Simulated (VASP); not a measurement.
# CO in VASP: single point with PBE+D3(BJ)

Aim: the single point of CO with PBE+D3(BJ).

Program: VASP 6.6.1. These are calculated values, not measurements. Logs are shortened: lines on timing, memory, paths and dates and some standing lists are left out, and cuts for length are marked.

### 1 The cell of the first run

The cell holds a disordered packing, 12 atoms: a = 7.677 Å, b = 7.677 Å, c = 7.677 Å, α = 90.00°, β = 90.00°, γ = 90.00°.

### 2 Single point, PBE+D3(BJ)

Input file INCAR:

```
  PREC = Accurate
  ENCUT = 1000
  EDIFF = 1E-6
  ISMEAR = -1
  SIGMA = 0.02
  LREAL = False
  LASPH = True
  NELM = 120
  ALGO = Normal
  ISIF = 2
  LWAVE = False
  LCHARG = True
  GGA = PE
  IVDW = 12
  LELF = True
  LVHAR = True
  NBANDS = 42
  GGA_COMPAT = False
```

Input file KPOINTS:

```
Automatic mesh
0
Gamma
  1 1 1
```

Input file POSCAR:

```
CO
1.0
    7.6766930000      0.0000000000      0.0000000000
    0.0000000000      7.6766930000      0.0000000000
    0.0000000000      0.0000000000      7.6766930000
O C
6 6
Direct
    0.5134803467      0.3250932246      0.3391648041
    0.3721615733      0.9083024609      0.3955656846
    0.9505080485      0.6459184382      0.3467539486
    0.2883112734      0.3937975366      0.7542555949
    0.6729802923      0.4155568702      0.9424509635
    0.1738742688      0.8341830001      0.9293816812
    0.4062940146      0.4204848276      0.3026884364
    0.4607130506      0.8526574128      0.2908978665
    0.8925759863      0.7760560593      0.3869491597
    0.2014091256      0.2768614785      0.7270257162
    0.7996120798      0.4891643648      0.9222377752
    0.1226637401      0.7934603264      0.7965075692
```

Potentials or basis: VASP PAW PBE potentials, release 64 (O_h, C_h).

The run is started by

```
cat potpaw_PBE.64/O_h/POTCAR potpaw_PBE.64/C_h/POTCAR > POTCAR
mpirun -np 1 vasp_gam > vasp.out
```

OUTCAR:

```text
PREC = Accurate
   ENCUT = 1000
   EDIFF = 1E-6
   ISMEAR = -1
   LREAL = False
   LASPH = True
   NELM = 120
   ISIF = 2
   GGA = PE
   IVDW = 12
 IVDW          = 12

 ion  position               nearest neighbor table
   1  0.513  0.325  0.339-   7 1.14
   2  0.372  0.908  0.396-   8 1.14
   3  0.951  0.646  0.347-   9 1.14
   4  0.288  0.394  0.754-  10 1.14
   5  0.673  0.416  0.942-  11 1.14
   6  0.174  0.834  0.929-  12 1.14
   7  0.406  0.420  0.303-   1 1.14
   8  0.461  0.853  0.291-   2 1.14
   9  0.893  0.776  0.387-   3 1.14
  10  0.201  0.277  0.727-   4 1.14
  11  0.800  0.489  0.922-   5 1.14
  12  0.123  0.793  0.797-   6 1.14

  LATTYP: Found a simple cubic cell.
 ALAT       =     7.6766930000

  Lattice vectors:

 A1 = (   7.6766930000,   0.0000000000,   0.0000000000)
 A2 = (   0.0000000000,   7.6766930000,   0.0000000000)
 A3 = (   0.0000000000,   0.0000000000,   7.6766930000)

Analysis of symmetry for initial positions (statically):
=====================================================================
 Subroutine PRICEL returns:
 Original cell was already a primitive cell.

 Routine SETGRP: Setting up the symmetry group for a
 simple cubic supercell.

 Subroutine GETGRP returns: Found  1 space group operations
 (whereof  1 operations were pure point group operations)
 out of a pool of 48 trial point group operations.

The static configuration has the point symmetry C_1 .

Analysis of symmetry for dynamics (positions and initial velocities):
=====================================================================
 Subroutine PRICEL returns:
 Original cell was already a primitive cell.

 Routine SETGRP: Setting up the symmetry group for a
 simple cubic supercell.

 Subroutine GETGRP returns: Found  1 space group operations
 (whereof  1 operations were pure point group operations)
 out of a pool of 48 trial point group operations.

The dynamic configuration has the point symmetry C_1 .

 Subroutine INISYM returns: Found  1 space group operations
 (whereof  1 operations are pure point group operations),
 and found     1 'primitive' translations

----------------------------------------------------------------------------------------

[... 96 lines left out ...]
   POTIM  = 0.5000    time-step for ionic-motion
   TEBEG  =    0.0;   TEEND  =   0.0 temperature during run
   PSTRESS=    0.0 pullay stress
   NELECT =      60.0000    total number of electrons
   NUPDOWN=      -1.0000    fix difference up-down
   EMIN   =  10.00;   EMAX   =-10.00  energy-range for DOS
   EFERMI =   0.00;   METHOD = LEGACY
   ISMEAR =    -1;   SIGMA  =   0.02  broadening in eV -4-tet -1-fermi 0-gaus
   EFERMI_NEDOS =   21; number of points for ismear=-14 and -15
   IALGO  =     38    algorithm
   IMIX   =      4    mixing-type and parameters
     AMIX     =   0.40;   BMIX     =  1.00
     AMIX_MAG =   1.60;   BMIX_MAG =  1.00
  volume/ion in A,a.u.               =      37.70       254.41
  Fermi-wavevector in a.u.,A,eV,Ry     =   0.834868  1.577671  9.483320  0.697004
  Thomas-Fermi vector in A             =   1.948331
   LORBIT       =      0    0 simple, 1 ext, 2 COOP (PROOUT), +10 PAW based schemes
   GGA     = PE    functional components
   LHFCALC =     F    Hartree Fock is set to
   AEXX    =    0.0000 exact exchange contribution
   IVDW    =    12    specifies the selected vdW correction
   LEPSILON=     F    determine dielectric tensor
   LRPA    =     F    only Hartree local field effects (RPA)
 non-spin polarized calculation
  energy-cutoff  :     1000.00
  volume of cell :      452.40
 maximum number of plane-waves:     16212
 NGX is ok and might be reduce to    80
   NGX = 39   NGY = 39   NGZ = 39

 number of electron      60.0000001 magnetization

 Free energy of the ion-electron system (eV)
  ---------------------------------------------------
  ext. energy  EPLUGINS =         0.00000000
  ---------------------------------------------------
  free energy    TOTEN  =       -89.80587135 eV

  energy without entropy =      -89.80587135  energy(sigma->0) =      -89.80587135

 E-fermi :  -5.8463     XC(G=0):  -4.7353

 val. band max:       -6.4024033106   @ k =   0.0000   0.0000   0.0000
 cond. band min:      -0.1630829192   @ k =   0.0000   0.0000   0.0000
 fundamental gap:      6.2393203914
 Fermi energy:        -5.8463008355

 k-point     1 :       0.0000    0.0000    0.0000
  band No.  band energies     occupation
      1     -27.0541      2.00000
      2     -27.0093      2.00000
      3     -26.9791      2.00000
      4     -26.8912      2.00000
      5     -26.8189      2.00000
      6     -26.8090      2.00000
[... 34 lines left out ...]
     41       0.6725      0.00000
     42       0.7027      0.00000

------------------------ aborting loop because EDIFF is reached ----------------------------------------

 Edisp (eV)   -0.39914

 E8    (eV) :    -0.1000

  FORCE on cell =-STRESS in cart. coord.  units (eV):
  Direction    XX          YY          ZZ          XY          YZ          ZX
  --------------------------------------------------------------------------------------
  -------------------------------------------------------------------------------------
  Total      -0.56298    -0.55199    -0.59211    -0.01819    -0.11870    -0.10854
  in kB      -1.99378    -1.95489    -2.09698    -0.06442    -0.42037    -0.38440
  external pressure =       -2.02 kB  Pullay stress =        0.00 kB

 VOLUME and BASIS-vectors are now :
 -----------------------------------------------------------------------------
  energy-cutoff  :     1000.00
  volume of cell :      452.40
      direct lattice vectors                 reciprocal lattice vectors
     7.676693000  0.000000000  0.000000000     0.130264425  0.000000000  0.000000000
     0.000000000  7.676693000  0.000000000     0.000000000  0.130264425  0.000000000
     0.000000000  0.000000000  7.676693000     0.000000000  0.000000000  0.130264425

 POSITION                                       TOTAL-FORCE (eV/Angst)
 -----------------------------------------------------------------------------------
      3.94183      2.49564      2.60366        -0.068464      0.079368     -0.027427
      2.85697      6.97276      3.03664         0.001797      0.004783     -0.013337
      7.29676      4.95852      2.66192        -0.020839      0.031323      0.004487
      2.21328      3.02306      5.79019        -0.133500     -0.199186     -0.053072
      5.16626      3.19010      7.23491        -0.021581     -0.011469     -0.000561
      1.33478      6.40377      7.13458        -0.048314     -0.028570     -0.110841
      3.11899      3.22793      2.32365         0.065268     -0.084026      0.025709
      3.53675      6.54559      2.23313        -0.008234     -0.005648      0.008256
      6.85203      5.95754      2.97049         0.025077     -0.034700     -0.006171
      1.54616      2.12538      5.58115         0.125575      0.201160      0.067086
      6.13838      3.75516      7.07974         0.029988      0.005746     -0.007227
      0.94165      6.09115      6.11454         0.053227      0.041219      0.113099
 -----------------------------------------------------------------------------------
    total drift:                                0.000037     -0.001681     -0.001491

  FREE ENERGIE OF THE ION-ELECTRON SYSTEM (eV)
  ---------------------------------------------------
  free  energy   TOTEN  =       -90.2050152479 eV

  energy  without entropy=      -90.2050152479  energy(sigma->0) =      -90.20501525
```

OSZICAR:

```text
N       E                     dE             d eps       ncg     rms          rms(c)
DAV:   1     0.806497214719E+03    0.80650E+03   -0.37154E+04    84   0.199E+03
DAV:   2     0.110935671147E+03   -0.69556E+03   -0.66251E+03   126   0.322E+02
DAV:   3    -0.846236977757E+02   -0.19556E+03   -0.19320E+03   112   0.186E+02
DAV:   4    -0.944652976585E+02   -0.98416E+01   -0.96586E+01   104   0.469E+01
DAV:   5    -0.948646713265E+02   -0.39937E+00   -0.39689E+00   126   0.810E+00    0.158E+01
DAV:   6    -0.907531169115E+02    0.41116E+01   -0.10662E+01   104   0.172E+01    0.794E+00
DAV:   7    -0.900053975605E+02    0.74772E+00   -0.10004E+00   104   0.637E+00    0.410E+00
DAV:   8    -0.898164261697E+02    0.18897E+00   -0.10768E+00   112   0.443E+00    0.883E-01
DAV:   9    -0.898093284934E+02    0.70977E-02   -0.11476E-01   112   0.188E+00    0.554E-01
DAV:  10    -0.898059725584E+02    0.33559E-02   -0.76084E-03   120   0.642E-01    0.137E-01
DAV:  11    -0.898060964388E+02   -0.12388E-03   -0.24605E-03   112   0.287E-01    0.863E-02
DAV:  12    -0.898059505555E+02    0.14588E-03   -0.51082E-04   120   0.149E-01    0.208E-02
DAV:  13    -0.898058823326E+02    0.68223E-04   -0.94230E-05   120   0.802E-02    0.178E-02
DAV:  14    -0.898058719553E+02    0.10377E-04   -0.43461E-05   120   0.430E-02    0.861E-03
DAV:  15    -0.898058713503E+02    0.60497E-06   -0.89084E-06   120   0.171E-02
   1 F= -.90205015E+02 E0= -.90205015E+02  d E =-.102149E-11
```

It took 93 s on 1 thread of Intel Xeon Platinum 8259CL at 2.50GHz (Skylake/Cascade Lake), shared host; peak memory 0.9 GiB.

What came out:

```
Free energy                : -90.2050 eV
Pressure                   : -0.2 GPa
Largest force              : 0.246 eV/Å
Dispersion energy per atom : -0.033 eV
```

Forces on the atoms (eV/Å):
```
O   -0.068  0.079 -0.027
O    0.002  0.005 -0.013
O   -0.021  0.031  0.004
O   -0.134 -0.199 -0.053
O   -0.022 -0.011 -0.001
O   -0.048 -0.029 -0.111
C    0.065 -0.084  0.026
C   -0.008 -0.006  0.008
C    0.025 -0.035 -0.006
C    0.126  0.201  0.067
C    0.030  0.006 -0.007
C    0.053  0.041  0.113
```

Levels at points of the mesh, in eV from the Fermi level:
| k point | band 26 | band 27 | band 28 | band 29 | band 30 | band 31 | band 32 | band 33 | band 34 | band 35 |
| --- | --- | --- | --- | --- | --- | --- | --- | --- | --- | --- |
| (0.00, 0.00, 0.00) | -1.11 | -0.91 | -0.86 | -0.62 | -0.56 | 5.68 | 5.74 | 5.81 | 5.87 | 5.97 |

Caveat: the k points lie up to 0.82 Å⁻¹ apart, too coarse for converged energies, forces and pressures.
